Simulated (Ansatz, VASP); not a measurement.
## AlRu: VASP beside Ansatz

Contents of INCAR:

```
SYSTEM = AlRu
ALGO     = Fast           ! electronic algorithm
EDIFF    = 1E-6           ! SCF threshold, eV
ENCUT    = 520            ! plane-wave cutoff, eV
GGA      = PE             ! functional
ISIF     = 2              ! what is computed and relaxed
ISMEAR   = 0              ! smearing method
LASPH    = .TRUE.         ! aspherical terms in the spheres
LCHARG   = .FALSE.        ! write CHGCAR
LREAL    = .FALSE.        ! projectors in reciprocal space
LWAVE    = .FALSE.        ! write WAVECAR
NBANDS   = 16             ! bands
NELM     = 100            ! most SCF steps
PREC     = Accurate       ! precision mode
SIGMA    = 0.15           ! smearing width, eV
```

The input KPOINTS:

```
k-points
0
G
  16 16 16
  0 0 0
```

Contents of POSCAR:

```
AlRu
1.0
    2.9916000000      0.0000000000      0.0673110000
    0.0000000000      2.9916000000      0.0000000000
    0.0673110000      0.0000000000      2.9916000000
Al Ru
1 1
Direct
    0.0000000000      0.0000000000      0.0000000000
    0.5000000000      0.5000000000      0.5000000000
```

Input for Ansatz:

```yaml
crystal:
  lattice:
    - [2.9916, 0.0, 0.067311]
    - [0.0, 2.9916, 0.0]
    - [0.067311, 0.0, 2.9916]
  atoms:
    - { symbol: Al, position: [0.0, 0.0, 0.0] }
    - { symbol: Ru, position: [0.5, 0.5, 0.5] }
basis:
  ecutwfc: 420
kpoints:
  mp_grid: { grid: [16, 16, 16] }
hamiltonian:
  xc: pbe
scf:
  occupations: { method: gaussian, width: 0.15 }
output:
  forces: true
  stress: true
  eigenvalues: true
```

Change from the starting cell: strain +0.0450 x Voigt [0, 0, 0, 0, 1, 0], atoms carried along.

Alike in both runs: task single point; functional PBE; k mesh 16 × 16 × 16; occupations gaussian, width 0.15 eV; no spin polarisation.

|  | VASP | Ansatz |
| --- | --- | --- |
| version | VASP 6.6.1 | Ansatz 0.2.0 |
| potentials or method | VASP PAW PBE potentials, release 64 (Al, Ru_pv), cutoff 520 eV | scalar-relativistic, plane waves, PAW |
| valence electrons in the cell | 17 | 19 |

|  | VASP | Ansatz | Ansatz less VASP |
| --- | --- | --- | --- |
| gap on the k mesh at the Fermi level (eV) | none | none | - |
| pressure (GPa) | 3.0 | 3.0 | +0.05 |
| traceless stress, the component that is largest in VASP (GPa) | -5.85 | -5.84 | +0.011 |

A gap of «none» marks a metal or a gap that the smearing closes. VASP's potentials hold 17 valence electrons a cell and Ansatz's 19, so a difference there can come from the potentials and not from the codes.
